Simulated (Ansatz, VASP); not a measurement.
# Two plane-wave programs on TaAl5

```
CELL_PARAMETERS angstrom
5.02909 0.00000 0.00000
-2.51455 4.35532 0.00000
0.00000 0.00000 4.50353
ATOMIC_POSITIONS crystal
Ta 0.00000 0.00000 0.00000
Al 0.33198 0.00000 0.50000
Al 0.66802 0.66802 0.50000
Al 0.00000 0.33198 0.50000
Al 0.33333 0.66667 0.00000
Al 0.66667 0.33333 0.00000
```

Change from the starting cell: species swapped into the Mg5Pd type (P-62m, No. 189).

Alike in both runs: functional PBE; k mesh 6 × 6 × 4; occupations gaussian, width 0.1 eV; no spin polarisation.

Ansatz relaxed the structure, and its values are those at the end. VASP's run is a single point on that final structure, the one shown.

|  | VASP | Ansatz |
| --- | --- | --- |
| version | VASP 6.6.1 | Ansatz 0.2.0 |
| potentials or method | VASP PAW PBE potentials, release 64 (Ta_pv, Al), cutoff 520 eV | scalar-relativistic, plane waves, PAW |
| valence electrons in the cell | 26 | 28 |

```csv
,VASP,Ansatz,Ansatz less VASP
gap on the k mesh at the Fermi level (eV),none,none,-
pressure (GPa),0.1,0.1,+0.01
rms of the force components (eV/Å),0.010,0.011,+0.0008
```

A gap of «none» marks a metal or a gap that the smearing closes. The functional is the same, so the differences come from potentials, cutoffs and numerics. VASP's potentials hold 26 valence electrons a cell and Ansatz's 28, so a difference there can come from the potentials and not from the codes.

Spin-orbit coupling is off throughout.
